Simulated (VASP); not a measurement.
# Cu (Fm-3m) in VASP: settings compared, part 2 of 2

VASP 6.6.1.

## 4. Single point, PBEsol

This run uses another cell than the first one, of 11.81 Å³/atom, 0.943 times its volume.

File INCAR:

```
PREC = Accurate
ENCUT = 600
EDIFF = 1E-6
ISMEAR = -1
SIGMA = 0.1
LREAL = F
LASPH = T
NELM = 120
ALGO = Normal
ISIF = 2
LWAVE = F
LCHARG = F
GGA = PS
NBANDS = 12
GGA_COMPAT = F
```

File KPOINTS:

```
Automatic mesh
0
Gamma
  11 11 11
```

File POSCAR:

```
Cu
1.0
    0.0000000000      1.8075000000      1.8075000000
    1.8075000000      0.0000000000      1.8075000000
    1.8075000000      1.8075000000      0.0000000000
Cu
1
Direct
    0.0000000000      0.0000000000      0.0000000000
```

Potentials or basis: VASP PAW PBE potentials, release 64 (Cu).

Run with:

```bash
cat potpaw_PBE.64/Cu/POTCAR > POTCAR
mpirun -np 1 vasp_std > vasp.out
```

OUTCAR:

```text
PREC = Accurate
   ENCUT = 600
   EDIFF = 1E-6
   ISMEAR = -1
   LREAL = F
   LASPH = T
   NELM = 120
   ISIF = 2
   GGA = PS

 ion  position               nearest neighbor table
   1  0.000  0.000  0.000-

  LATTYP: Found a face centered cubic cell.
 ALAT       =     3.6150000000

  Lattice vectors:

 A1 = (   0.0000000000,   1.8075000000,   1.8075000000)
 A2 = (   1.8075000000,   0.0000000000,   1.8075000000)
 A3 = (   1.8075000000,   1.8075000000,   0.0000000000)

Analysis of symmetry for initial positions (statically):
=====================================================================
 Subroutine PRICEL returns:
 Original cell was already a primitive cell.

 Routine SETGRP: Setting up the symmetry group for a
 face centered cubic supercell.

 Subroutine GETGRP returns: Found 48 space group operations
[... 9 lines left out ...]

 Routine SETGRP: Setting up the symmetry group for a
 face centered cubic supercell.

 Subroutine GETGRP returns: Found 48 space group operations
[... 11 lines left out ...]
                                     Primitive cell

  volume of cell :      11.8104

  direct lattice vectors                    reciprocal lattice vectors
     0.000000000  1.807500000  1.807500000    -0.276625173  0.276625173  0.276625173
     1.807500000  0.000000000  1.807500000     0.276625173 -0.276625173  0.276625173
     1.807500000  1.807500000  0.000000000     0.276625173  0.276625173 -0.276625173

  length of vectors
     2.556191014  2.556191014  2.556191014     0.479128854  0.479128854  0.479128854

  position of ions in fractional coordinates (direct lattice)
     0.000000000  0.000000000  0.000000000

  ion indices of the primitive-cell ions
   primitive index   ion index
                 1           1

----------------------------------------------------------------------------------------
[... 86 lines left out ...]
   EFERMI_NEDOS =   21; number of points for ismear=-14 and -15
   IALGO  =     38    algorithm
   IMIX   =      4    mixing-type and parameters
     AMIX     =   0.40;   BMIX     =  1.00
     AMIX_MAG =   1.60;   BMIX_MAG =  1.00
  volume/ion in A,a.u.               =      11.81        79.70
  Fermi-wavevector in a.u.,A,eV,Ry     =   1.598763  3.021224 34.777078  2.556043
  Thomas-Fermi vector in A             =   2.696162
   LORBIT       =      0    0 simple, 1 ext, 2 COOP (PROOUT), +10 PAW based schemes
   GGA     = PS    functional components
   LHFCALC =     F    Hartree Fock is set to
   AEXX    =    0.0000 exact exchange contribution
   IVDW    =     0    specifies the selected vdW correction
   LEPSILON=     F    determine dielectric tensor
   LRPA    =     F    only Hartree local field effects (RPA)
 non-spin polarized calculation
  energy-cutoff  :      600.00
  volume of cell :       11.81
 maximum number of plane-waves:       411
   NGX = 11   NGY = 11   NGZ = 11

 number of electron      11.0000001 magnetization

 Free energy of the ion-electron system (eV)
  ---------------------------------------------------
  ext. energy  EPLUGINS =         0.00000000
  ---------------------------------------------------
  free energy    TOTEN  =        -4.30909161 eV

  energy without entropy =       -4.30139743  energy(sigma->0) =       -4.30524452

 E-fermi :   7.4791     XC(G=0): -12.9085

 val. band max:        7.3403288361   @ k =   0.4545   0.2727   0.0000
 cond. band min:       7.5720652728   @ k =   0.4545   0.3636   0.0000
 fundamental gap:      0.2317364367
 Fermi energy:         7.4791445477

 k-point     1 :       0.0000    0.0000    0.0000
  band No.  band energies     occupation
      1      -1.9888      2.00000
      2       4.3673      2.00000
      3       4.3673      2.00000
      4       4.3673      2.00000
      5       5.1988      2.00000
      6       5.1988      2.00000
      7      29.9829      0.00000
      8      32.5961      0.00000
      9      32.5961      0.00000
     10      32.5961      0.00000
     11      35.0722      0.00000
     12      35.0722      0.00000
[... 331 lines left out ...]
 k-point    24 :      -0.1818    0.1818    0.0000
  band No.  band energies     occupation
      1       0.9342      2.00000
      2       3.9042      2.00000
      3       4.4278      2.00000
      4       4.8610      2.00000
      5       4.8777      2.00000
      6       5.8319      2.00000
      7      20.7166      0.00000
      8      21.4534      0.00000
      9      31.4436      0.00000
     10      31.6999      0.00000
     11      34.5985      0.00000
     12      36.8071      0.00000

 [... further k-points ...]
[... 5 lines left out ...]
  --------------------------------------------------------------------------------------
  -------------------------------------------------------------------------------------
  Total       -0.4371239     -0.4371239     -0.4371239      0.0000000     -0.0000000      0.0000000
  in kB      -59.2993918    -59.2993918    -59.2993918      0.0000000     -0.0000000      0.0000000
  external PRESSURE =     -59.2993918 kB  Pullay stress =       0.0000000 kB

 VOLUME and BASIS-vectors are now :
 -----------------------------------------------------------------------------
  energy-cutoff  :      600.00
  volume of cell :       11.81
      direct lattice vectors                 reciprocal lattice vectors
     0.000000000  1.807500000  1.807500000    -0.276625173  0.276625173  0.276625173
     1.807500000  0.000000000  1.807500000     0.276625173 -0.276625173  0.276625173
     1.807500000  1.807500000  0.000000000     0.276625173  0.276625173 -0.276625173

 POSITION                                       TOTAL-FORCE (eV/Angst)
 -----------------------------------------------------------------------------------
      0.00000      0.00000      0.00000         0.000000     -0.000000     -0.000000
 -----------------------------------------------------------------------------------
    total drift:                               -0.000000     -0.000000     -0.000000

  FREE ENERGIE OF THE ION-ELECTRON SYSTEM (eV)
  ---------------------------------------------------
  free  energy   TOTEN  =        -4.3090916112 eV

  energy  without entropy=       -4.3013974337  energy(sigma->0) =       -4.30524452
```

OSZICAR:

```text
N       E                     dE             d eps       ncg     rms          rms(c)
DAV:   1     0.435354955786E+02    0.43535E+02   -0.59271E+03  1500   0.173E+03
DAV:   2    -0.386988200864E+01   -0.47405E+02   -0.43624E+02  1380   0.213E+02
DAV:   3    -0.538653778855E+01   -0.15167E+01   -0.15020E+01  1620   0.426E+01
DAV:   4    -0.539627786653E+01   -0.97401E-02   -0.97384E-02  1564   0.301E+00
DAV:   5    -0.539636824950E+01   -0.90383E-04   -0.90382E-04  1648   0.285E-01    0.841E+00
DAV:   6    -0.478187508650E+01    0.61449E+00   -0.17788E+01  1612   0.809E+01    0.443E+00
DAV:   7    -0.432247050149E+01    0.45940E+00   -0.27834E+00  1624   0.320E+01    0.546E-01
DAV:   8    -0.431117079455E+01    0.11300E-01   -0.70771E-03  1596   0.145E+00    0.341E-01
DAV:   9    -0.430908472202E+01    0.20861E-02   -0.11874E-02  1676   0.188E+00    0.238E-02
DAV:  10    -0.430909046793E+01   -0.57459E-05   -0.35664E-05  1904   0.997E-02    0.628E-03
DAV:  11    -0.430909161791E+01   -0.11500E-05   -0.42365E-07  1164   0.120E-02    0.444E-04
DAV:  12    -0.430909161116E+01    0.67491E-08   -0.54091E-08   840   0.270E-03
   1 F= -.43090916E+01 E0= -.43052445E+01  d E =-.769418E-02
```

stdout:

```text
POSCAR found type information on POSCAR Cu
 POSCAR found :  1 types and       1 ions
 scaLAPACK will be used
 -----------------------------------------------------------------------------
|                                                                             |
|                                                                             |
|     You enforced a specific xc type in the INCAR file but a different       |
|     I HOPE YOU KNOW WHAT YOU ARE DOING!                                     |
|                                                                             |
 -----------------------------------------------------------------------------

 LDA part: xc-table for (Slater+PW92), standard interpolation
 POSCAR, INCAR and KPOINTS ok, starting setup
 FFT: planning ... GRIDC
 FFT: planning ... GRID_SOFT
 FFT: planning ... GRID
 WAVECAR not read
 entering main loop
```

Run time: 15 s. Hardware: 1 thread of AMD EPYC 7R13, shared host; peak memory 0.1 GiB.

What came out:

```
Free energy : -4.3091 eV
Pressure    : -5.9 GPa
```

Levels at points of the mesh, in eV from the Fermi level:
```tsv
k point	band 4	band 5	band 6	band 7	band 8	band 9
(0.00, 0.00, 0.00)	-3.11	-2.28	-2.28	22.50	25.12	25.12
```

Caveat: the PAW data sets were made with another functional, which shifts forces and pressure a little.

## 5. Single point, r2SCAN

This run uses another cell than the first one, of 11.81 Å³/atom, 0.943 times its volume.

POSCAR is that of step 4.

File INCAR.step1:

```
PREC = Accurate
ENCUT = 660
ISMEAR = 1
SIGMA = 0.05
LREAL = False
LASPH = True
NELM = 120
NBANDS = 12
GGA = PE
ALGO = Normal
EDIFF = 1E-5
LWAVE = True
LCHARG = False
GGA_COMPAT = False
```

File INCAR.step2:

```
PREC = Accurate
ENCUT = 660
EDIFF = 1E-6
ISMEAR = 1
SIGMA = 0.05
LREAL = False
LASPH = True
NELM = 120
ALGO = Normal
ISIF = 2
LWAVE = False
LCHARG = True
METAGGA = R2SCAN
LMIXTAU = True
LELF = True
LVHAR = True
NBANDS = 12
ISTART = 1
GGA_COMPAT = False
```

File KPOINTS:

```
regular mesh
0
Gamma
  11 11 11
```

Run with:

```bash
cat potpaw_PBE.64/Cu/POTCAR > POTCAR
cp INCAR.step1 INCAR
mpirun -np 1 vasp_std > vasp.out
cp INCAR.step2 INCAR
mpirun -np 1 vasp_std > vasp.out
```

It took 77 s on 1 thread of AMD EPYC 7R13, shared host; peak memory 0.12 GiB.

The run converged. Its results:

```
Free energy : -10.8289 eV
Pressure    : -4.6 GPa
```

Levels at points of the mesh, in eV from the Fermi level:
```tsv
k point	band 2	band 3	band 4	band 5	band 6	band 7	band 8	band 9	band 10	band 11
(0.00, 0.00, 0.00)	-3.14	-3.14	-3.14	-2.32	-2.32	23.38	26.42	26.42	26.42	28.80
```

Caveat: the PAW data sets were made with another functional, which shifts forces and pressure a little.

## 6. Single point, r2SCAN

This run uses another cell than the first one, of 11.81 Å³/atom, 0.943 times its volume.

POSCAR is that of step 5.

File INCAR.step1:

```
PREC     = Accurate       # precision mode
ENCUT    = 660            # plane-wave cutoff, eV
ISMEAR   = 1              # smearing method
SIGMA    = 0.025          # smearing width, eV
LREAL    = F              # projectors in reciprocal space
LASPH    = T              # aspherical terms in the spheres
NELM     = 120            # most SCF steps
NBANDS   = 12             # bands
GGA      = PE             # functional
ALGO     = Normal         # electronic algorithm
EDIFF    = 1E-5           # SCF threshold, eV
LWAVE    = T              # write WAVECAR
LCHARG   = F              # write CHGCAR
GGA_COMPAT= F
```

File INCAR.step2:

```
PREC     = Accurate       # precision mode
ENCUT    = 660            # plane-wave cutoff, eV
EDIFF    = 1E-6           # SCF threshold, eV
ISMEAR   = 1              # smearing method
SIGMA    = 0.025          # smearing width, eV
LREAL    = F              # projectors in reciprocal space
LASPH    = T              # aspherical terms in the spheres
NELM     = 120            # most SCF steps
ALGO     = Normal         # electronic algorithm
ISIF     = 2              # what is computed and relaxed
LWAVE    = F              # write WAVECAR
LCHARG   = F              # write CHGCAR
METAGGA  = R2SCAN         # meta-GGA
LMIXTAU  = T            
NBANDS   = 12             # bands
ISTART   = 1            
GGA_COMPAT= F
```

File KPOINTS:

```
Automatic mesh
0
Gamma
  11 11 11
```

Potentials or basis: VASP PAW PBE potentials, release 64 (Cu).

Run with:

```bash
cat potpaw_PBE.64/Cu/POTCAR > POTCAR
cp INCAR.step1 INCAR
mpirun -np 1 vasp_std > vasp.out
cp INCAR.step2 INCAR
mpirun -np 1 vasp_std > vasp.out
```

Run time: 77 s. Hardware: 1 thread of AMD EPYC 7R13, shared host; peak memory 0.12 GiB.

The run converged. Its results:

```
Free energy : -10.8288 eV
Pressure    : -4.6 GPa
```

Levels at points of the mesh, in eV from the Fermi level:
```
           k point  band 3  band 4  band 5  band 6  band 7  band 8  band 9  band 10
(0.00, 0.00, 0.00)   -3.34   -3.34   -2.53   -2.53   23.18   26.21   26.21    26.21
```

Caveat: the PAW data sets were made with another functional, which shifts forces and pressure a little.

## 7. Summary

| level | potentials or basis | cell | k mesh | cutoff (eV) | smearing | gap on the mesh (eV) | pressure (GPa) |
| --- | --- | --- | --- | --- | --- | --- | --- |
| LDA | VASP PAW LDA potentials, release 64 (Cu) | a = 2.606 Å, angles 60.0°, 1 atom | 13 × 13 × 13 | 600 | fermi-dirac 0.05 eV | none | -17.9 |
| PBEsol | VASP PAW PBE potentials, release 64 (Cu) | a = 2.556 Å, angles 60.0°, 1 atom | 11 × 11 × 11 | 600 | fermi-dirac 0.1 eV | none | -5.9 |
| r2SCAN | VASP PAW PBE potentials, release 64 (Cu) | a = 2.556 Å, angles 60.0°, 1 atom | 11 × 11 × 11 | 660 | methfessel-paxton 0.05 eV | none | -4.6 |
| r2SCAN | VASP PAW PBE potentials, release 64 (Cu) | a = 2.556 Å, angles 60.0°, 1 atom | 11 × 11 × 11 | 660 | methfessel-paxton 0.025 eV | none | -4.6 |

Alike in all rows: task single point; no spin polarisation.

Caveats: the PAW data sets were made with another functional, which shifts forces and pressure a little (some runs).

Total energies depend on the potentials used, so only differences within one code and one set of settings carry meaning.
